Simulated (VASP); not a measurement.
# AlRu (P4/mmm) in VASP: single point with r2SCAN

Aim: the single point of AlRu with r2SCAN.

All numbers are computed with VASP 6.6.1; they aren't measurements. Logs are shortened: lines on timing, memory, paths and dates and some standing lists are left out, and cuts for length are marked.

### 1 The cell of the first run

It takes space group P4/mmm (No. 123, tetragonal). Conventional cell: a = 2.992 Å, b = 2.992 Å, c = 3.051 Å, α = 90.00°, β = 90.00°, γ = 90.00°. Al (site symmetry 4/mmm) has 8 Ru at 2.61 Å and 6 Al at 2.99 to 3.05 Å within 3.4 Å. Within 3.4 Å of Ru (site symmetry 4/mmm) lie 8 Al at 2.61 Å and 6 Ru at 2.99 to 3.05 Å.

### 2 Single point, r2SCAN (strain +0.0200 x Voigt [0, 0, 1, 0, 0, 0])

Input file POSCAR:

```
AlRu
1.0
    2.9916000000      0.0000000000      0.0000000000
    0.0000000000      2.9916000000      0.0000000000
    0.0000000000      0.0000000000      3.0514320000
Al Ru
1 1
Direct
    0.0000000000      0.0000000000      0.0000000000
    0.5000000000      0.5000000000      0.5000000000
```

Input file INCAR.step1:

```
  ALGO = Normal
  EDIFF = 1E-4
  ENCUT = 520
  GGA = PE
  ISMEAR = 0
  LASPH = T
  LCHARG = F
  LREAL = F
  LWAVE = T
  NBANDS = 16
  NELM = 100
  PREC = Accurate
  SIGMA = 0.15
```

Input file INCAR.step2:

```
  ALGO = Normal
  EDIFF = 1E-6
  ENCUT = 520
  ISIF = 2
  ISMEAR = 0
  ISTART = 1
  LASPH = T
  LCHARG = F
  LMIXTAU = T
  LREAL = F
  LWAVE = F
  METAGGA = R2SCAN
  NBANDS = 16
  NELM = 100
  PREC = Accurate
  SIGMA = 0.15
```

Input file KPOINTS:

```
k-points
0
Gamma
  16 16 16
```

Potentials or basis: VASP PAW PBE potentials, release 64 (Al, Ru_pv).

Run with:

```
cat potpaw_PBE.64/Al/POTCAR potpaw_PBE.64/Ru_pv/POTCAR > POTCAR
cp INCAR.step1 INCAR
mpirun -np 1 vasp_std > vasp.out
cp INCAR.step2 INCAR
mpirun -np 1 vasp_std > vasp.out
```

OUTCAR:

```text
EDIFF = 1E-6
   ENCUT = 520
   ISIF = 2
   ISMEAR = 0
   ISTART = 1
   LASPH = T
   LREAL = F
   METAGGA = R2SCAN
   NELM = 100
   PREC = Accurate

 ion  position               nearest neighbor table
   1  0.000  0.000  0.000-   2 2.61   2 2.61   2 2.61   2 2.61   2 2.61   2 2.61   2 2.61   2 2.61

   2  0.500  0.500  0.500-   1 2.61   1 2.61   1 2.61   1 2.61   1 2.61   1 2.61   1 2.61   1 2.61

  LATTYP: Found a simple tetragonal cell.
 ALAT       =     2.9916000000
 C/A-ratio  =     1.0200000000

  Lattice vectors:

 A1 = (   2.9916000000,   0.0000000000,   0.0000000000)
 A2 = (   0.0000000000,   2.9916000000,   0.0000000000)
 A3 = (   0.0000000000,   0.0000000000,   3.0514320000)

Analysis of symmetry for initial positions (statically):
=====================================================================
 Subroutine PRICEL returns:
 Original cell was already a primitive cell.

 Routine SETGRP: Setting up the symmetry group for a
 simple tetragonal supercell.

 Subroutine GETGRP returns: Found 16 space group operations
 (whereof 16 operations were pure point group operations)
 out of a pool of 16 trial point group operations.

The static configuration has the point symmetry D_4h.

Analysis of symmetry for dynamics (positions and initial velocities):
=====================================================================
 Subroutine PRICEL returns:
 Original cell was already a primitive cell.

 Routine SETGRP: Setting up the symmetry group for a
 simple tetragonal supercell.

 Subroutine GETGRP returns: Found 16 space group operations
 (whereof 16 operations were pure point group operations)
 out of a pool of 16 trial point group operations.

The dynamic configuration has the point symmetry D_4h.

 Subroutine INISYM returns: Found 16 space group operations
 (whereof 16 operations are pure point group operations),
 and found     1 'primitive' translations

----------------------------------------------------------------------------------------

                                     Primitive cell

  volume of cell :      27.3093

  direct lattice vectors                    reciprocal lattice vectors
     2.991600000  0.000000000  0.000000000     0.334269287  0.000000000  0.000000000
     0.000000000  2.991600000  0.000000000     0.000000000  0.334269287  0.000000000
     0.000000000  0.000000000  3.051432000     0.000000000  0.000000000  0.327714988

  length of vectors
     2.991600000  2.991600000  3.051432000     0.334269287  0.334269287  0.327714988

  position of ions in fractional coordinates (direct lattice)
     0.000000000  0.000000000  0.000000000
     0.500000000  0.500000000  0.500000000

  ion indices of the primitive-cell ions
   primitive index   ion index
                 1           1
                 2           2

----------------------------------------------------------------------------------------

 KPOINTS: k-points

Automatic generation of k-mesh.
 Grid dimensions read from file:
 generate k-points for:   16   16   16

 Generating k-lattice:

  Cartesian coordinates                     Fractional coordinates (reciprocal lattice)
     0.020891830  0.000000000  0.000000000     0.062500000  0.000000000  0.000000000
     0.000000000  0.020891830  0.000000000     0.000000000  0.062500000  0.000000000
     0.000000000  0.000000000  0.020482187     0.000000000  0.000000000  0.062500000

  Length of vectors
     0.020891830  0.020891830  0.020482187

  Shift w.r.t. Gamma in fractional coordinates (k-lattice)
     0.000000000  0.000000000  0.000000000

 Subroutine IBZKPT returns following result:
 ===========================================

 Found    405 irreducible k-points:

 Following reciprocal coordinates:
            Coordinates               Weight
  0.000000  0.000000  0.000000      1.000000
  0.062500  0.000000  0.000000      4.000000
  0.125000  0.000000  0.000000      4.000000
  0.187500  0.000000  0.000000      4.000000
  0.250000  0.000000  0.000000      4.000000
  0.312500  0.000000  0.000000      4.000000
[... 16 lines left out ...]
  0.437500  0.125000  0.000000      8.000000
  0.500000  0.125000  0.000000      4.000000
 [... further k-points ...]
   k-points           NKPTS =    405   k-points in BZ     NKDIM =    405   number of bands    NBANDS=     16
   number of dos      NEDOS =    301   number of ions     NIONS =      2
   total plane-waves  NPLWV =  13824
   dimension x,y,z NGX =    24 NGY =   24 NGZ =   24
   dimension x,y,z NGXF=    48 NGYF=   48 NGZF=   48
   ions per type =               1   1
   NGX,Y,Z   is equivalent  to a cutoff of  13.34, 13.34, 13.08 a.u.
   NGXF,Y,Z  is equivalent  to a cutoff of  26.67, 26.67, 26.15 a.u.
 SYSTEM =  unknown system
   PREC   = accura    normal or accurate (medium, high low for compatibility)
   ISTART =      1    job   : 0-new  1-cont  2-samecut
   ICHARG =      0    charge: 1-file 2-atom 10-const
   ISPIN  =      1    spin polarized calculation?
   LNONCOLLINEAR =      F non collinear calculations
   LSORBIT =      F    spin-orbit coupling
   LASPH  =      T    aspherical Exc in radial PAW
   ENCUT  =  520.0 eV  38.22 Ry    6.18 a.u.   5.56  5.56  5.67*2*pi/ulx,y,z
   NELM   =    100;   NELMIN=  2; NELMDL=  0     # of ELM steps
   EDIFF  = 0.1E-05   stopping-criterion for ELM
   LREAL  =      F    real-space projection
   EDIFFG = 0.1E-04   stopping-criterion for IOM
   NSW    =      0    number of steps for IOM
   IBRION =     -1    ionic relax: 0-MD 1-quasi-New 2-CG
   NFREE  =      0    steps in history (QN), initial steepest desc. (CG)
   ISIF   =      2    stress and relaxation
   ISYM   =      2    0-nonsym 1-usesym 2-fastsym
   POTIM  = 0.5000    time-step for ionic-motion
   TEBEG  =    0.0;   TEEND  =   0.0 temperature during run
   PSTRESS=    0.0 pullay stress
   NELECT =      17.0000    total number of electrons
   NUPDOWN=      -1.0000    fix difference up-down
   EMIN   =  10.00;   EMAX   =-10.00  energy-range for DOS
   EFERMI =   0.00;   METHOD = LEGACY
   ISMEAR =     0;   SIGMA  =   0.15  broadening in eV -4-tet -1-fermi 0-gaus
   EFERMI_NEDOS =   21; number of points for ismear=-14 and -15
   IALGO  =     38    algorithm
   IMIX   =      4    mixing-type and parameters
     AMIX     =   0.40;   BMIX     =  1.00
     AMIX_MAG =   1.60;   BMIX_MAG =  1.00
  volume/ion in A,a.u.               =      13.65        92.15
  Fermi-wavevector in a.u.,A,eV,Ry     =   1.397830  2.641515 26.584798  1.953928
  Thomas-Fermi vector in A             =   2.521047
   LORBIT       =      0    0 simple, 1 ext, 2 COOP (PROOUT), +10 PAW based schemes
   METAGGA = R2SCAN    functional components
   LHFCALC =     F    Hartree Fock is set to
   AEXX    =    0.0000 exact exchange contribution
   IVDW    =     0    specifies the selected vdW correction
   LEPSILON=     F    determine dielectric tensor
   LRPA    =     F    only Hartree local field effects (RPA)
 non-spin polarized calculation
 Gauss-broadening in eV      SIGMA  =   0.15
  energy-cutoff  :      520.00
  volume of cell :       27.31
 maximum number of plane-waves:       751
 NGX is ok and might be reduce to    24
   NGX = 11   NGY = 11   NGZ = 11

 number of electron      16.9999997 magnetization

 Free energy of the ion-electron system (eV)
  ---------------------------------------------------
  ext. energy  EPLUGINS =         0.00000000
  ---------------------------------------------------
  free energy    TOTEN  =       -33.60122848 eV

  energy without entropy =      -33.58304898  energy(sigma->0) =      -33.59213873

 E-fermi :  10.3056     XC(G=0): -13.5051

 val. band max:       10.3017943152   @ k =   0.1250   0.0000   0.1875
 cond. band min:      10.3065354996   @ k =   0.0625   0.0000   0.0000
 fundamental gap:      0.0047411844
 Fermi energy:        10.3056274622

 k-point     1 :       0.0000    0.0000    0.0000
  band No.  band energies     occupation
      1     -32.7928      2.00000
      2     -32.7683      2.00000
      3     -32.7683      2.00000
      4       0.2361      2.00000
      5       6.7197      2.00000
      6       6.7267      2.00000
[... 8 lines left out ...]
     15      21.6538      0.00000
     16      26.3907      0.00000

 k-point     2 :       0.0625    0.0000    0.0000
  band No.  band energies     occupation
      1     -32.7920      2.00000
      2     -32.7771      2.00000
      3     -32.7675      2.00000
      4       0.3153      2.00000
      5       6.7493      2.00000
      6       6.7539      2.00000
[... 8 lines left out ...]
     15      21.9535      0.00000
     16      26.6442      0.00000

 k-point     3 :       0.1250    0.0000    0.0000
  band No.  band energies     occupation
      1     -32.8022      2.00000
      2     -32.7898      2.00000
      3     -32.7654      2.00000
      4       0.5501      2.00000
      5       6.8189      2.00000
      6       6.8348      2.00000
[... 8 lines left out ...]
     15      22.6206      0.00000
     16      27.4313      0.00000

 k-point     4 :       0.1875    0.0000    0.0000
  band No.  band energies     occupation
      1     -32.8396      2.00000
      2     -32.7865      2.00000
      3     -32.7622      2.00000
      4       0.9325      2.00000
      5       6.8688      2.00000
      6       6.9660      2.00000
[... 8 lines left out ...]
     15      23.2149      0.00000
     16      28.4730      0.00000

 k-point     5 :       0.2500    0.0000    0.0000
  band No.  band energies     occupation
      1     -32.8835      2.00000
      2     -32.7826      2.00000
      3     -32.7584      2.00000
      4       1.4495      2.00000
      5       6.8110      2.00000
      6       7.1285      2.00000
[... 8 lines left out ...]
     15      23.6564      0.00000
     16      27.2817      0.00000

 k-point     6 :       0.3125    0.0000    0.0000
  band No.  band energies     occupation
      1     -32.9271      2.00000
      2     -32.7787      2.00000
      3     -32.7546      2.00000
      4       2.0841      2.00000
      5       6.5444      2.00000
      6       7.3011      2.00000
[... 8 lines left out ...]
     15      23.9831      0.00000
     16      26.0880      0.00000

 k-point     7 :       0.3750    0.0000    0.0000
  band No.  band energies     occupation
      1     -32.9639      2.00000
      2     -32.7754      2.00000
      3     -32.7514      2.00000
      4       2.8139      2.00000
      5       6.0293      2.00000
      6       7.4564      2.00000
[... 8 lines left out ...]
     15      24.2225      0.00000
     16      24.9499      0.00000

 k-point     8 :       0.4375    0.0000    0.0000
  band No.  band energies     occupation
      1     -32.9883      2.00000
      2     -32.7732      2.00000
      3     -32.7492      2.00000
      4       3.6046      2.00000
      5       5.3273      2.00000
      6       7.5655      2.00000
[... 8 lines left out ...]
     15      23.9535      0.00000
     16      24.3762      0.00000

 k-point     9 :       0.5000    0.0000    0.0000
  band No.  band energies     occupation
      1     -32.9969      2.00000
      2     -32.7724      2.00000
      3     -32.7484      2.00000
      4       4.2446      2.00000
      5       4.7084      2.00000
      6       7.6049      2.00000
[... 8 lines left out ...]
     15      23.4460      0.00000
     16      23.8292      0.00000
[... 172 lines left out ...]
 k-point    19 :       0.1875    0.1250    0.0000
  band No.  band energies     occupation
      1     -32.8363      2.00000
      2     -32.7956      2.00000
      3     -32.7835      2.00000
      4       1.2294      2.00000
      5       6.9842      2.00000
      6       7.0804      2.00000
[... 8 lines left out ...]
     15      24.0896      0.00000
     16      27.6527      0.00000

 k-point    20 :       0.2500    0.1250    0.0000
  band No.  band energies     occupation
      1     -32.8799      2.00000
      2     -32.7915      2.00000
      3     -32.7796      2.00000
      4       1.7317      2.00000
      5       6.9205      2.00000
      6       7.2426      2.00000
[... 8 lines left out ...]
     15      24.7896      0.00000
     16      26.4719      0.00000

 k-point    21 :       0.3125    0.1250    0.0000
  band No.  band energies     occupation
      1     -32.9232      2.00000
      2     -32.7875      2.00000
      3     -32.7757      2.00000
      4       2.3459      2.00000
      5       6.6238      2.00000
      6       7.4218      2.00000
[... 8 lines left out ...]
     15      25.1256      0.00000
     16      25.4831      0.00000

 k-point    22 :       0.3750    0.1250    0.0000
  band No.  band energies     occupation
      1     -32.9598      2.00000
      2     -32.7840      2.00000
      3     -32.7724      2.00000
      4       3.0504      2.00000
      5       6.0895      2.00000
      6       7.5947      2.00000
[... 8 lines left out ...]
     15      23.9919      0.00000
     16      24.8278      0.00000

 k-point    23 :       0.4375    0.1250    0.0000
  band No.  band energies     occupation
      1     -32.9841      2.00000
      2     -32.7817      2.00000
      3     -32.7702      2.00000
      4       3.8180      2.00000
      5       5.3936      2.00000
      6       7.7291      2.00000
[... 8 lines left out ...]
     15      22.9677      0.00000
     16      23.7872      0.00000

 k-point    24 :       0.5000    0.1250    0.0000
  band No.  band energies     occupation
      1     -32.9926      2.00000
      2     -32.7809      2.00000
      3     -32.7694      2.00000
      4       4.5829      2.00000
      5       4.6471      2.00000
      6       7.7826      2.00000
[... 8 lines left out ...]
     15      22.4773      0.00000
     16      23.1042      0.00000

 [... further k-points ...]
[... 5 lines left out ...]
  --------------------------------------------------------------------------------------
  -------------------------------------------------------------------------------------
  Total       -0.8039346     -0.8039346     -1.3810168      0.0000000      0.0000000      0.0000000
  in kB      -47.1650756    -47.1650756    -81.0212220      0.0000000      0.0000000      0.0000000
  external PRESSURE =     -58.4504577 kB  Pullay stress =       0.0000000 kB

 VOLUME and BASIS-vectors are now :
 -----------------------------------------------------------------------------
  energy-cutoff  :      520.00
  volume of cell :       27.31
      direct lattice vectors                 reciprocal lattice vectors
     2.991600000  0.000000000  0.000000000     0.334269287  0.000000000  0.000000000
     0.000000000  2.991600000  0.000000000     0.000000000  0.334269287  0.000000000
     0.000000000  0.000000000  3.051432000     0.000000000  0.000000000  0.327714988

 POSITION                                       TOTAL-FORCE (eV/Angst)
 -----------------------------------------------------------------------------------
      0.00000      0.00000      0.00000         0.000000      0.000000      0.000000
      1.49580      1.49580      1.52572         0.000000      0.000000      0.000000
 -----------------------------------------------------------------------------------
    total drift:                                0.000000     -0.000000     -0.000000

  FREE ENERGIE OF THE ION-ELECTRON SYSTEM (eV)
  ---------------------------------------------------
  free  energy   TOTEN  =       -33.6012284794 eV

  energy  without entropy=      -33.5830489822  energy(sigma->0) =      -33.59213873
```

Run time: 3.3 min. Hardware: 1 thread of Intel Xeon Platinum 8375C at 2.90GHz (Ice Lake), shared host; peak memory 0.29 GiB.

Results:

| Quantity | Value |
| --- | --- |
| Free energy | -33.6012 eV |
| Pressure | -5.8 GPa |
| Band gap on the k mesh | zero (an odd number of electrons rules out a gap without spin polarisation) |

Caveat: the cell differs from its parent crystal (strain +0.0200 x Voigt [0, 0, 1, 0, 0, 0]); the cell stands under tension; the PAW data sets were made with another functional, which shifts forces and pressure a little.
